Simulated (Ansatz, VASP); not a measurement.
## One calculation of YTiTe3, two programs

```
Y Ti Te
1.0
     5.33888    0.00000    0.00000
     0.00000    5.33888    0.00000
     0.00000    0.00000    5.33888
Y Ti Te
1 1 3
Direct
  0.50000 0.50000 0.50000
  0.00000 0.00000 0.00000
  0.50000 0.00000 0.00000
  0.00000 0.50000 0.00000
  0.00000 0.00000 0.50000
```

Alike in both runs: functional PBE; k mesh 8 × 8 × 8; occupations gaussian, width 0.1 eV; collinear spin.

Ansatz relaxed the structure, and its values are those at the end. VASP's run is a single point on that final structure, the one shown.

|  | VASP | Ansatz |
| --- | --- | --- |
| version | VASP 6.6.1 | Ansatz 0.2.0 |
| potentials or method | VASP PAW PBE potentials, release 64 (Y_sv, Ti_sv, Te), cutoff 520 eV | scalar-relativistic, plane waves, PAW |
| valence electrons in the cell | 41 | 71 |

|  | VASP | Ansatz | Ansatz less VASP |
| --- | --- | --- | --- |
| gap on the k mesh at the Fermi level (eV) | none | none | - |
| pressure (GPa) | 0.0 | 0.0 | 0.00 |
| net moment per atom (μB) | 0.00 | 0.00 | 0.000 |

A gap of «none» marks a metal or a gap that the smearing closes. VASP's potentials hold 41 valence electrons a cell and Ansatz's 71, so a difference there can come from the potentials and not from the codes. Ansatz's warnings: seeded moment not kept.

Spin-orbit coupling is off throughout.
